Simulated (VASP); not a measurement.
Write the native input for VASP 6.6.1 that does the following.

| Property | Result |
| --- | --- |
| Task | single point |
| Functional | PBE |
| Potentials or basis | VASP PAW PBE potentials, release 64 (La, Os) |
| Cutoff | 520 eV |
| k mesh | 8 × 8 × 8 |
| Occupations | gaussian, width 0.05 eV |
| Spin | no spin polarisation |
| Dipole correction | no |
| Further INCAR settings | ALGO = Normal; EDIFF = 1e-06; NBANDS = 26 |

The structure of LaOs3 lies in POSCAR:

```
LaOs3
1.0
    4.2257675158      0.0000000000      0.0000000000
    0.0000000000      4.2257675158      0.0000000000
    0.0000000000      0.0000000000      4.2257675158
La Os
1 3
Direct
    0.0000000000      0.0000000000      0.0000000000
    0.0000000000      0.5000000000      0.5000000000
    0.5000000000      0.5000000000      0.0000000000
    0.5000000000      0.0000000000      0.5000000000
```

The input as run:

INCAR

```
SYSTEM = LaOs3
PREC     = Accurate       ! precision mode
ENCUT    = 520            ! plane-wave cutoff, eV
EDIFF    = 1E-6           ! SCF threshold, eV
ISMEAR   = 0              ! smearing method
SIGMA    = 0.05           ! smearing width, eV
LREAL    = .FALSE.        ! projectors in reciprocal space
LASPH    = .TRUE.         ! aspherical terms in the spheres
NELM     = 80             ! most SCF steps
ALGO     = Normal         ! electronic algorithm
ISIF     = 2              ! what is computed and relaxed
LWAVE    = .FALSE.        ! write WAVECAR
LCHARG   = .FALSE.        ! write CHGCAR
GGA      = PE             ! functional
NBANDS   = 26             ! bands
```

KPOINTS

```
Automatic mesh
0
G
  8 8 8
  0 0 0
```

Potentials or basis: VASP PAW PBE potentials, release 64 (La, Os).

Run with:

```sh
$ cat potpaw_PBE.64/La/POTCAR potpaw_PBE.64/Os/POTCAR > POTCAR
$ mpirun -np 1 vasp_std > vasp.out
```

Results of the run:

* Pressure: -9.4 GPa
* Band gap on the k mesh: zero (an odd number of electrons rules out a gap without spin polarisation)

Caveat: the cell stands under tension; spin-orbit coupling is left out, which moves the levels of the heavy elements.

Run time: 61 s on 1 thread of Intel(R) Xeon(R) Platinum 8259CL CPU @ 2.50GHz (Skylake/Cascade Lake), with other jobs on the host, peak memory 0.23 GiB.
